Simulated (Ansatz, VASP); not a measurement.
BN in VASP and in Ansatz

```xyz
12
Lattice="1.8130 -1.8130 0.0000 1.8130 0.0000 -1.8130 8.9841 8.9841 8.9841" Properties=species:S:1:pos:R:3 pbc="T T T"
B     2.8703   -0.7557   -0.7557
B     6.4963    6.4963    6.4963
B     2.8703    1.0573    1.0573
B     6.4963    2.8703    2.8703
B     2.8703    2.8703    2.8703
B     6.4963    4.6833    4.6833
N     5.5898    1.9638    1.9638
N     5.5898    0.1508    0.1508
N     5.5898    3.7768    3.7768
N     9.2158    5.5898    5.5898
N     5.5898    5.5898    5.5898
N     1.9638    0.1508    0.1508
```

Alike in both runs: task single point; functional LDA; k mesh 10 × 10 × 2; occupations gaussian, width 0.05 eV; no spin polarisation.

|  | VASP | Ansatz |
| --- | --- | --- |
| version | VASP 6.6.1 | Ansatz 0.2.0 |
| potentials or method | VASP PAW LDA potentials, release 64 (B, N), cutoff 520 eV | scalar-relativistic, plane waves, PAW |
| valence electrons in the cell | 48 | 48 |

Ansatz gave:

| Property | Result |
| --- | --- |
| gap on the k mesh at the Fermi level (eV) | none |
| pressure (GPa) | -14.0 |
| traceless stress, the component that is largest in VASP (GPa) | 1.65 |
| rms of the force components (eV/Å) | 0.890 |

Question: Estimate VASP's values.

Answer: gap on the k mesh at the Fermi level (eV): none; pressure (GPa): -13.4; traceless stress, the component that is largest in VASP (GPa): 1.58; rms of the force components (eV/Å): 0.893.

LDA's correlation is that of Perdew and Zunger in VASP and of Perdew and Wang (1992) in Ansatz. Atom by atom the forces differ by 0.008 eV/Å (rms over components). A gap of «none» marks a metal or a gap that the smearing closes.
